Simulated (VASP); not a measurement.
# Mo (I4/mmm) in VASP: a series of runs

Runs on Mo. Level: PBE. Tasks: single point.

All numbers are computed with VASP 6.6.1; they aren't measurements. Logs are shortened: lines on timing, memory, paths and dates and some standing lists are left out, and cuts for length are marked.

## 1. The cell of the first run

Symmetry: I4/mmm, No. 139, tetragonal system. Conventional cell: a = 3.002 Å, b = 3.002 Å, c = 3.239 Å, α = 90.00°, β = 90.00°, γ = 90.00°. Within 3.5 Å of Mo (site symmetry 4/mmm) lie 14 Mo at 2.67 to 3.24 Å.

## 2. Single point, PBE (strain -0.050 along x and y, +0.025 along z)

The input, INCAR:

```
PREC     = Accurate       # precision mode
ENCUT    = 520            # plane-wave cutoff, eV
EDIFF    = 1E-7           # SCF threshold, eV
ISMEAR   = 0              # smearing method
SIGMA    = 0.15           # smearing width, eV
LREAL    = False          # projectors in reciprocal space
LASPH    = True           # aspherical terms in the spheres
NELM     = 100            # most SCF steps
ALGO     = Fast           # electronic algorithm
ISIF     = 2              # what is computed and relaxed
LWAVE    = False          # write WAVECAR
LCHARG   = False          # write CHGCAR
GGA      = PE             # functional
NBANDS   = 13             # bands
```

The input, KPOINTS:

```
regular mesh
0
Gamma
  26 26 26
```

The input, POSCAR:

```
Mo
1.0
   -1.5012084634      1.5012084634      1.6197249211
    1.5012084634     -1.5012084634      1.6197249211
    1.5012084634      1.5012084634     -1.6197249211
Mo
1
Direct
    0.0000000000      0.0000000000      0.0000000000
```

Potentials or basis: VASP PAW PBE potentials, release 64 (Mo_sv).

Started as:

```
$ cat potpaw_PBE.64/Mo_sv/POTCAR > POTCAR
$ mpirun -np 1 vasp_std > vasp.out
```

OUTCAR:

```text
PREC = Accurate
   ENCUT = 520
   EDIFF = 1E-7
   ISMEAR = 0
   LREAL = False
   LASPH = True
   NELM = 100
   ISIF = 2
   GGA = PE

 ion  position               nearest neighbor table
   1  0.000  0.000  0.000-

  LATTYP: Found a body centered tetragonal cell.
 ALAT       =     3.0024169268
 C/A-ratio  =     1.0789473685

  Lattice vectors:

 A1 = (  -1.5012084634,   1.5012084634,   1.6197249211)
 A2 = (   1.5012084634,  -1.5012084634,   1.6197249211)
 A3 = (   1.5012084634,   1.5012084634,  -1.6197249211)

Analysis of symmetry for initial positions (statically):
=====================================================================
 Subroutine PRICEL returns:
 Original cell was already a primitive cell.

 Routine SETGRP: Setting up the symmetry group for a
 body centered tetragonal supercell.

 Subroutine GETGRP returns: Found 16 space group operations
 (whereof 16 operations were pure point group operations)
 out of a pool of 16 trial point group operations.

The static configuration has the point symmetry D_4h.

Analysis of symmetry for dynamics (positions and initial velocities):
=====================================================================
 Subroutine PRICEL returns:
 Original cell was already a primitive cell.

 Routine SETGRP: Setting up the symmetry group for a
 body centered tetragonal supercell.

 Subroutine GETGRP returns: Found 16 space group operations
 (whereof 16 operations were pure point group operations)
 out of a pool of 16 trial point group operations.

The dynamic configuration has the point symmetry D_4h.

 Subroutine INISYM returns: Found 16 space group operations
 (whereof 16 operations are pure point group operations),
 and found     1 'primitive' translations

----------------------------------------------------------------------------------------

                                     Primitive cell

  volume of cell :      14.6010

  direct lattice vectors                    reciprocal lattice vectors
    -1.501208463  1.501208463  1.619724921     0.000000000  0.333065002  0.308694392
     1.501208463 -1.501208463  1.619724921     0.333065002  0.000000000  0.308694392
     1.501208463  1.501208463 -1.619724921     0.333065002  0.333065002  0.000000000

  length of vectors
     2.670348764  2.670348764  2.670348764     0.454119503  0.454119503  0.471025043

  position of ions in fractional coordinates (direct lattice)
     0.000000000  0.000000000  0.000000000

  ion indices of the primitive-cell ions
   primitive index   ion index
                 1           1

----------------------------------------------------------------------------------------

 KPOINTS: regular mesh

Automatic generation of k-mesh.
 Grid dimensions read from file:
 generate k-points for:   26   26   26

 Generating k-lattice:

  Cartesian coordinates                     Fractional coordinates (reciprocal lattice)
     0.000000000  0.012810192  0.011872861     0.038461538  0.000000000  0.000000000
     0.012810192  0.000000000  0.011872861     0.000000000  0.038461538  0.000000000
     0.012810192  0.012810192  0.000000000     0.000000000  0.000000000  0.038461538

  Length of vectors
     0.017466135  0.017466135  0.018116348

  Shift w.r.t. Gamma in fractional coordinates (k-lattice)
     0.000000000  0.000000000  0.000000000

 Subroutine IBZKPT returns following result:
 ===========================================

 Found   1330 irreducible k-points:

 Following reciprocal coordinates:
            Coordinates               Weight
  0.000000  0.000000  0.000000      1.000000
  0.038462 -0.000000  0.000000      8.000000
  0.076923 -0.000000  0.000000      8.000000
  0.115385 -0.000000  0.000000      8.000000
  0.153846  0.000000 -0.000000      8.000000
  0.192308 -0.000000  0.000000      8.000000
[... 16 lines left out ...]
  0.346154  0.038462 -0.000000     16.000000
  0.384615  0.038462  0.000000     16.000000
 [... further k-points ...]
   k-points           NKPTS =   1330   k-points in BZ     NKDIM =   1330   number of bands    NBANDS=     13
   number of dos      NEDOS =    301   number of ions     NIONS =      1
   total plane-waves  NPLWV =   8000
   dimension x,y,z NGX =    20 NGY =   20 NGZ =   20
   dimension x,y,z NGXF=    40 NGYF=   40 NGZF=   40
   ions per type =               1
   NGX,Y,Z   is equivalent  to a cutoff of  12.45, 12.45, 12.45 a.u.
   NGXF,Y,Z  is equivalent  to a cutoff of  24.90, 24.90, 24.90 a.u.
 SYSTEM =  unknown system
   PREC   = accura    normal or accurate (medium, high low for compatibility)
   ISTART =      0    job   : 0-new  1-cont  2-samecut
   ICHARG =      2    charge: 1-file 2-atom 10-const
   ISPIN  =      1    spin polarized calculation?
   LNONCOLLINEAR =      F non collinear calculations
   LSORBIT =      F    spin-orbit coupling
   LASPH  =      T    aspherical Exc in radial PAW
   ENCUT  =  520.0 eV  38.22 Ry    6.18 a.u.   4.97  4.97  4.97*2*pi/ulx,y,z
   NELM   =    100;   NELMIN=  2; NELMDL= -5     # of ELM steps
   EDIFF  = 0.1E-06   stopping-criterion for ELM
   LREAL  =      F    real-space projection
   EDIFFG = 0.1E-05   stopping-criterion for IOM
   NSW    =      0    number of steps for IOM
   IBRION =     -1    ionic relax: 0-MD 1-quasi-New 2-CG
   NFREE  =      0    steps in history (QN), initial steepest desc. (CG)
   ISIF   =      2    stress and relaxation
   ISYM   =      2    0-nonsym 1-usesym 2-fastsym
   POTIM  = 0.5000    time-step for ionic-motion
   TEBEG  =    0.0;   TEEND  =   0.0 temperature during run
   PSTRESS=    0.0 pullay stress
   NELECT =      14.0000    total number of electrons
   NUPDOWN=      -1.0000    fix difference up-down
   EMIN   =  10.00;   EMAX   =-10.00  energy-range for DOS
   EFERMI =   0.00;   METHOD = LEGACY
   ISMEAR =     0;   SIGMA  =   0.15  broadening in eV -4-tet -1-fermi 0-gaus
   EFERMI_NEDOS =   21; number of points for ismear=-14 and -15
   IALGO  =     68    algorithm
   IMIX   =      4    mixing-type and parameters
     AMIX     =   0.40;   BMIX     =  1.00
     AMIX_MAG =   1.60;   BMIX_MAG =  1.00
  volume/ion in A,a.u.               =      14.60        98.53
  Fermi-wavevector in a.u.,A,eV,Ry     =   1.614320  3.050623 35.457199  2.606031
  Thomas-Fermi vector in A             =   2.709248
   LORBIT       =      0    0 simple, 1 ext, 2 COOP (PROOUT), +10 PAW based schemes
   GGA     = PE    functional components
   LHFCALC =     F    Hartree Fock is set to
   AEXX    =    0.0000 exact exchange contribution
   IVDW    =     0    specifies the selected vdW correction
   LEPSILON=     F    determine dielectric tensor
   LRPA    =     F    only Hartree local field effects (RPA)
 non-spin polarized calculation
 RMM-DIIS sequential band-by-band and
 Gauss-broadening in eV      SIGMA  =   0.15
  energy-cutoff  :      520.00
  volume of cell :       14.60
 maximum number of plane-waves:       412
   NGX =  9   NGY =  9   NGZ =  9

 number of electron      13.9999998 magnetization

 Free energy of the ion-electron system (eV)
  ---------------------------------------------------
  ext. energy  EPLUGINS =         0.00000000
  ---------------------------------------------------
  free energy    TOTEN  =       -10.79134352 eV

  energy without entropy =      -10.78404261  energy(sigma->0) =      -10.78769307

 E-fermi :  13.7315     XC(G=0): -13.7778

 val. band max:       13.7315125547   @ k =   0.4615   0.1154   0.0385
 cond. band min:      13.7344829882   @ k =  -0.1538   0.1538   0.1154
 fundamental gap:      0.0029704335
 Fermi energy:        13.7315391137

 k-point     1 :       0.0000    0.0000    0.0000
  band No.  band energies     occupation
      1     -47.5670      2.00000
      2     -20.6656      2.00000
      3     -20.6542      2.00000
      4     -20.6542      2.00000
      5       6.2798      2.00000
      6      11.9839      2.00000
      7      11.9839      2.00000
      8      12.8813      2.00000
      9      14.8552      0.00000
     10      16.0234      0.00000
     11      27.7403      0.00000
     12      29.2244      0.00000
     13      29.2244      0.00000

 k-point     2 :       0.0385   -0.0000    0.0000
  band No.  band energies     occupation
      1     -47.5622      2.00000
      2     -20.6882      2.00000
      3     -20.6618      2.00000
      4     -20.6592      2.00000
      5       6.3498      2.00000
      6      11.9812      2.00000
      7      12.0023      2.00000
      8      12.8889      2.00000
      9      14.8155      0.00000
     10      15.9956      0.00000
     11      27.8629      0.00000
     12      29.3052      0.00000
     13      29.3410      0.00000

 k-point     3 :       0.0769   -0.0000    0.0000
  band No.  band energies     occupation
      1     -47.5480      2.00000
      2     -20.7676      2.00000
      3     -20.6840      2.00000
      4     -20.6602      2.00000
      5       6.5545      2.00000
      6      11.9683      2.00000
      7      12.0232      2.00000
      8      12.9489      2.00000
      9      14.7094      0.00000
     10      15.9266      0.00000
     11      28.1907      0.00000
     12      29.5360      0.00000
     13      29.6861      0.00000
[... 305 lines left out ...]
 k-point    23 :       0.3462    0.0385   -0.0000
  band No.  band energies     occupation
      1     -47.2840      2.00000
      2     -22.1180      2.00000
      3     -21.0803      2.00000
      4     -20.6706      2.00000
      5       8.3583      2.00000
      6      10.6605      2.00000
      7      13.4210      1.99659
      8      14.9104      0.00000
      9      16.0430      0.00000
     10      17.4067      0.00000
     11      26.6795      0.00000
     12      28.4496      0.00000
     13      34.8180      0.00000

 k-point    24 :       0.3846    0.0385    0.0000
  band No.  band energies     occupation
      1     -47.2561      2.00000
      2     -22.2488      2.00000
      3     -21.1197      2.00000
      4     -20.6721      2.00000
      5       8.2414      2.00000
      6      10.5200      2.00000
      7      14.1012      0.00049
      8      14.9364      0.00000
      9      16.2648      0.00000
     10      18.1001      0.00000
     11      26.2684      0.00000
     12      27.5630      0.00000
     13      33.6690      0.00000

 [... further k-points ...]
[... 5 lines left out ...]
  --------------------------------------------------------------------------------------
  -------------------------------------------------------------------------------------
  Total        3.0621822      3.0621822      0.8133663      0.0000000      0.0000000      0.0000000
  in kB      336.0147505    336.0147505     89.2510869      0.0000000      0.0000000      0.0000000
  external PRESSURE =     253.7601960 kB  Pullay stress =       0.0000000 kB

 VOLUME and BASIS-vectors are now :
 -----------------------------------------------------------------------------
  energy-cutoff  :      520.00
  volume of cell :       14.60
      direct lattice vectors                 reciprocal lattice vectors
    -1.501208463  1.501208463  1.619724921     0.000000000  0.333065002  0.308694392
     1.501208463 -1.501208463  1.619724921     0.333065002  0.000000000  0.308694392
     1.501208463  1.501208463 -1.619724921     0.333065002  0.333065002  0.000000000

 POSITION                                       TOTAL-FORCE (eV/Angst)
 -----------------------------------------------------------------------------------
      0.00000      0.00000      0.00000         0.000000     -0.000000     -0.000000
 -----------------------------------------------------------------------------------
    total drift:                                0.000000     -0.000000      0.000000

  FREE ENERGIE OF THE ION-ELECTRON SYSTEM (eV)
  ---------------------------------------------------
  free  energy   TOTEN  =       -10.7913435236 eV

  energy  without entropy=      -10.7840426074  energy(sigma->0) =      -10.78769307
```

It took 2.5 min on 1 thread of Intel Xeon Platinum 8559C (Emerald Rapids), shared host; peak memory 0.33 GiB.

What came out:

```
Free energy            : -10.7913 eV
Pressure               : 25.4 GPa
Band gap on the k mesh : zero (band 7 reaches 17.93 eV, above the bottom of band 8 at 12.61 eV)
```

Caveat: the cell differs from its parent crystal (strain -0.050 along x and y, +0.025 along z).

## 3. Single point, PBE (strain -0.050 along x and y, +0.050 along z)

The input, INCAR:

```
PREC = Accurate
ENCUT = 520
EDIFF = 1E-6
ISMEAR = 0
SIGMA = 0.15
LREAL = False
LASPH = True
NELM = 80
ALGO = Fast
ISIF = 2
LWAVE = False
LCHARG = True
GGA = PE
LELF = True
LVHAR = True
NBANDS = 13
```

KPOINTS is that of step 2.

The input, POSCAR:

```
Mo
1.0
   -1.5012084634      1.5012084634      1.6592304070
    1.5012084634     -1.5012084634      1.6592304070
    1.5012084634      1.5012084634     -1.6592304070
Mo
1
Direct
    0.0000000000      0.0000000000      0.0000000000
```

Potentials or basis: VASP PAW PBE potentials, release 64 (Mo_sv).

Started as:

```
$ cat potpaw_PBE.64/Mo_sv/POTCAR > POTCAR
$ mpirun -np 1 vasp_std > vasp.out
```

Wall time 2.1 min (1 thread of Intel Xeon Platinum 8559C (Emerald Rapids), shared host); peak memory 0.33 GiB.

The run converged. Its results:

```
Free energy            : -10.7992 eV
Pressure               : 17.6 GPa
Band gap on the k mesh : zero (band 7 reaches 17.34 eV, above the bottom of band 8 at 12.14 eV)
```

Stress tensor (GPa, compression positive):
```
27.23  0.00  0.00
 0.00 27.23  0.00
 0.00  0.00 -1.65
```

Levels at points of the mesh, in eV from the Fermi level:
```csv
k point,band 4,band 5,band 6,band 7,band 8,band 9,band 10,band 11
"(0.00, 0.00, 0.00)",-34.42,-7.37,-1.71,-1.71,-0.59,0.91,2.35,13.77
"(0.50, 0.00, 0.00)",-34.44,-5.52,-3.12,0.82,1.58,2.73,4.88,12.05
"(0.50, 0.50, 0.00)",-34.54,-5.70,-4.35,2.40,2.77,3.02,5.20,11.98
"(0.50, 0.50, 0.50)",-35.40,-5.90,-5.63,4.03,4.39,4.39,7.74,10.31
```

Caveat: the cell differs from its parent crystal (strain -0.050 along x and y, +0.050 along z).
